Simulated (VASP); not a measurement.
# B (Fm-3m) in VASP: further runs, part 2 of 2

VASP 6.6.1.

### Step 3. Single point, LDA (volume scaled by 0.96)

File INCAR:

```
PREC = Accurate ; ENCUT = 520
EDIFF = 1E-7 ; ISMEAR = -1
SIGMA = 0.1 ; LREAL = F
LASPH = T ; NELM = 60
ALGO = Normal ; ISIF = 2
LWAVE = F ; LCHARG = T
GGA = CA ; LELF = T
LVHAR = T ; NBANDS = 8
```

File KPOINTS:

```
regular mesh
0
Gamma
  21 21 21
```

File POSCAR:

```
B
1.0
    0.0000000000      1.3983545946      1.3983545946
    1.3983545946      0.0000000000      1.3983545946
    1.3983545946      1.3983545946      0.0000000000
B
1
Direct
    0.0000000000      0.0000000000      0.0000000000
```

Potentials or basis: VASP PAW LDA potentials, release 64 (B).

Command:

```bash
$ cat potpaw_LDA.64/B/POTCAR > POTCAR
$ mpirun -np 1 vasp_std > vasp.out
```

OUTCAR:

```text
PREC = Accurate
   ENCUT = 520
   EDIFF = 1E-7
   ISMEAR = -1
   LREAL = F
   LASPH = T
   NELM = 60
   ISIF = 2
   GGA = CA

 ion  position               nearest neighbor table
   1  0.000  0.000  0.000-

  LATTYP: Found a face centered cubic cell.
 ALAT       =     2.7967091892

  Lattice vectors:

 A1 = (   0.0000000000,   1.3983545946,   1.3983545946)
 A2 = (   1.3983545946,   0.0000000000,   1.3983545946)
 A3 = (   1.3983545946,   1.3983545946,   0.0000000000)

[... 432 lines left out ...]
  band No.  band energies     occupation
      1      -1.2561      2.00000
      2       9.5582      2.00000
      3      24.7888      0.00000
      4      25.8010      0.00000
      5      41.3588      0.00000
      6      43.0115      0.00000
      7      46.7617      0.00000
      8      48.1303      0.00000

 [... further k-points ...]
[... 5 lines left out ...]
  --------------------------------------------------------------------------------------
  -------------------------------------------------------------------------------------
  Total        0.4570140      0.4570140      0.4570140      0.0000000      0.0000000      0.0000000
  in kB      133.8930872    133.8930872    133.8930872      0.0000000      0.0000000      0.0000000
  external PRESSURE =     133.8930872 kB  Pullay stress =       0.0000000 kB

 VOLUME and BASIS-vectors are now :
 -----------------------------------------------------------------------------
  energy-cutoff  :      520.00
  volume of cell :        5.47
      direct lattice vectors                 reciprocal lattice vectors
     0.000000000  1.398354595  1.398354595    -0.357563097  0.357563097  0.357563097
     1.398354595  0.000000000  1.398354595     0.357563097 -0.357563097  0.357563097
     1.398354595  1.398354595  0.000000000     0.357563097  0.357563097 -0.357563097

 POSITION                                       TOTAL-FORCE (eV/Angst)
 -----------------------------------------------------------------------------------
      0.00000      0.00000      0.00000        -0.000000      0.000000     -0.000000
 -----------------------------------------------------------------------------------
    total drift:                               -0.000000     -0.000000     -0.000000

  FREE ENERGIE OF THE ION-ELECTRON SYSTEM (eV)
  ---------------------------------------------------
  free  energy   TOTEN  =        -6.1097340948 eV

  energy  without entropy=       -6.1028931024  energy(sigma->0) =       -6.10631360
```

stdout:

```text
POSCAR found type information on POSCAR B
 POSCAR found :  1 types and       1 ions
 scaLAPACK will be used
 LDA part: xc-table for (Slater(with rela. corr.)+CA(PZ))
 , standard interpolation
 POSCAR, INCAR and KPOINTS ok, starting setup
 FFT: planning ... GRIDC
 FFT: planning ... GRID_SOFT
 FFT: planning ... GRID
 WAVECAR not read
 entering main loop
```

Run time: 2.9 s. Hardware: 1 thread of Intel Xeon 6975P-C (Granite Rapids), shared host; peak memory 0.11 GiB.

What came out:

| Quantity | Value |
| --- | --- |
| Free energy | -6.1097 eV |
| Pressure | 13.4 GPa |

Caveat: the cell differs from its parent crystal (volume scaled by 0.96).

### Step 4. Single point, LDA

This run uses another cell than the first one, of 5.70 Å³/atom, 1.087 times its volume.

File INCAR:

```
SYSTEM = B
ALGO = Normal
EDIFF = 1E-6
ENCUT = 520
GGA = CA
ISIF = 2
ISMEAR = -1
LASPH = .TRUE.
LCHARG = .TRUE.
LELF = .TRUE.
LREAL = .FALSE.
LVHAR = .TRUE.
LWAVE = .FALSE.
NBANDS = 8
NELM = 60
PREC = Accurate
SIGMA = 0.1
```

File KPOINTS:

```
k-points
0
G
  21 21 21
  0 0 0
```

File POSCAR:

```
B
1.0
    0.0000000000      1.4175125177      1.4175125177
    1.4175125177      0.0000000000      1.4175125177
    1.4175125177      1.4175125177      0.0000000000
B
1
Direct
    0.0000000000      0.0000000000      0.0000000000
```

Command:

```bash
$ cat potpaw_LDA.64/B/POTCAR > POTCAR
$ mpirun -np 1 vasp_std > vasp.out
```

It took 2.7 s on 1 thread of Intel Xeon 6975P-C (Granite Rapids), shared host; peak memory 0.11 GiB.

The run converged. Its results:

```yaml
Free_energy: -6.1196 eV
Pressure: 0.5 GPa
```

Levels at points of the mesh, in eV from the Fermi level:
```
           k point  band 1  band 2  band 3  band 4  band 5  band 6
(0.00, 0.00, 0.00)  -19.48   16.10   16.10   16.10   33.16   33.16
```

### Step 5. Single point, LDA (volume scaled by 1.04)

File INCAR:

```
PREC = Accurate ; ENCUT = 520
EDIFF = 1E-7 ; ISMEAR = -1
SIGMA = 0.1 ; LREAL = F
LASPH = T ; NELM = 60
ALGO = Normal ; ISIF = 2
LWAVE = F ; LCHARG = F
GGA = CA ; NBANDS = 8
```

File KPOINTS:

```
regular mesh
0
Gamma
  21 21 21
```

File POSCAR:

```
B
1.0
    0.0000000000      1.4361661373      1.4361661373
    1.4361661373      0.0000000000      1.4361661373
    1.4361661373      1.4361661373      0.0000000000
B
1
Direct
    0.0000000000      0.0000000000      0.0000000000
```

Command:

```bash
$ cat potpaw_LDA.64/B/POTCAR > POTCAR
$ mpirun -np 1 vasp_std > vasp.out
```

Run time: 2.8 s. Hardware: 1 thread of Intel Xeon 6975P-C (Granite Rapids), shared host; peak memory 0.11 GiB.

Results (log left out):

- Free energy: -6.1128 eV
- Pressure: -10.1 GPa

Levels at points of the mesh, in eV from the Fermi level:
| k point | band 1 | band 2 | band 3 | band 4 | band 5 |
| --- | --- | --- | --- | --- | --- |
| (0.00, 0.00, 0.00) | -19.01 | 15.54 | 15.54 | 15.54 | 32.44 |

Caveat: the cell differs from its parent crystal (volume scaled by 1.04).

### Step 6. Single point, LDA (volume scaled by 1.08)

File INCAR:

```
SYSTEM = B
PREC = Accurate
ENCUT = 520
EDIFF = 1E-7
ISMEAR = -1
SIGMA = 0.1
LREAL = .False.
LASPH = .True.
NELM = 100
ALGO = Normal
ISIF = 2
LWAVE = .False.
LCHARG = .False.
GGA = CA
NBANDS = 8
```

File KPOINTS:

```
Automatic mesh
0
Gamma
  21 21 21
  0 0 0
```

File POSCAR:

```
B
1.0
    0.0000000000      1.4543473856      1.4543473856
    1.4543473856      0.0000000000      1.4543473856
    1.4543473856      1.4543473856      0.0000000000
B
1
Direct
    0.0000000000      0.0000000000      0.0000000000
```

Potentials or basis: VASP PAW LDA potentials, release 64 (B).

Command:

```bash
$ cat potpaw_LDA.64/B/POTCAR > POTCAR
$ mpirun -np 1 vasp_std > vasp.out
```

Run time: 2.8 s. Hardware: 1 thread of Intel Xeon 6975P-C (Granite Rapids), shared host; peak memory 0.11 GiB.

Results (log left out):

| Item | Value |
| --- | --- |
| Free energy | -6.0922 eV |
| Pressure | -19.0 GPa |

Levels at points of the mesh, in eV from the Fermi level:
```
           k point  band 1  band 2  band 3  band 4  band 5
(0.00, 0.00, 0.00)  -18.56   15.01   15.01   15.01   31.76
```

Caveat: the cell differs from its parent crystal (volume scaled by 1.08).

### Step 7. Summary

```csv
cell,gap on the mesh (eV),pressure (GPa)
"a = 1.950 Å, angles 60.0°, 1 atom",none,28.9
"a = 1.978 Å, angles 60.0°, 1 atom",none,13.4
"a = 2.005 Å, angles 60.0°, 1 atom",none,0.5
"a = 2.031 Å, angles 60.0°, 1 atom",none,-10.1
"a = 2.057 Å, angles 60.0°, 1 atom",none,-19.0
```

Alike in all rows: task single point; level LDA; potentials or basis VASP PAW LDA potentials, release 64 (B); no spin polarisation; k mesh 21 × 21 × 21; cutoff (eV) 520; smearing fermi-dirac 0.1 eV.

Absolute energies hang on the potentials; compare differences alone.
